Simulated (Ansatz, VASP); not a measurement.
# TaN in VASP and in Ansatz

INCAR

```
  PREC = Accurate
  ENCUT = 600
  EDIFF = 1E-6
  ISMEAR = 0
  SIGMA = 0.1
  LREAL = F
  LASPH = T
  NELM = 100
  ALGO = Normal
  ISIF = 3
  LWAVE = F
  LCHARG = F
  GGA = PS
  IBRION = 2
  NSW = 100
  EDIFFG = -0.005
  LUSENCCL = F
```

Contents of KPOINTS:

```
Automatic mesh
0
Gamma
  12 12 12
```

The input POSCAR:

```
TaN
1.0
    5.1849992558      0.0000000000      0.0000000000
   -2.5924996279      4.4903410741      0.0000000000
    0.0000000000      0.0000000000      2.9080000000
Ta N
3 3
Direct
    0.0000000000      0.0000000000      0.0000000000
    0.3333333333      0.6666666667      0.5000000000
    0.6666666667      0.3333333333      0.5000000000
    0.5000000000      0.0000000000      0.0000000000
    0.5000000000      0.5000000000      0.0000000000
    0.0000000000      0.5000000000      0.0000000000
```

Input for Ansatz:

```yaml
crystal:
  lattice:
    - [5.1849992558, 0.0, 0.0]
    - [-2.5924996279, 4.4903410741, 0.0]
    - [0.0, 0.0, 2.908]
  atoms:
    - { symbol: Ta, position: [0.0, 0.0, 0.0] }
    - { symbol: Ta, position: [0.3333333333, 0.6666666667, 0.5] }
    - { symbol: Ta, position: [0.6666666667, 0.3333333333, 0.5] }
    - { symbol: "N", position: [0.5, 0.0, 0.0] }
    - { symbol: "N", position: [0.5, 0.5, 0.0] }
    - { symbol: "N", position: [0.0, 0.5, 0.0] }
basis:
  ecutwfc: 420
kpoints:
  mp_grid: { grid: [12, 12, 12] }
hamiltonian:
  xc: pbesol
scf:
  occupations: { method: gaussian, width: 0.1 }
output:
  forces: true
  stress: true
  eigenvalues: true
  write_density: true
  write_potential: true
  elf: true
  volumetric_format: npy
relax:
  adjacent_minimum: "off"
  f_tol: 0.005
  max_steps: 80
  cell: { stress_tol: 0.05 }
```

Alike in both runs: task relaxation of cell and atoms; functional PBEsol; k mesh 12 × 12 × 12; occupations gaussian, width 0.1 eV; no spin polarisation.

|  | VASP | Ansatz |
| --- | --- | --- |
| version | VASP 6.6.1 | Ansatz 0.2.0 |
| potentials or method | VASP PAW PBE potentials, release 64 (Ta_pv, N), cutoff 600 eV | scalar-relativistic, plane waves, PAW |
| valence electrons in the cell | 48 | 54 |

```csv
,VASP,Ansatz,Ansatz less VASP
"gap on the k mesh at the Fermi level, each at its own relaxed structure (eV)",none,none,-
relaxed volume (Å³/atom),11.38,11.35,-0.030
relaxed length of the cell vector where the two differ most in proportion (Å),2.906,2.904,-0.0026
```

VASP's potentials were made for PBE, not for PBEsol. A gap of «none» marks a metal or a gap that the smearing closes. VASP's potentials hold 48 valence electrons a cell and Ansatz's 54, so a difference there can come from the potentials and not from the codes.

Neither program's run includes spin-orbit coupling.
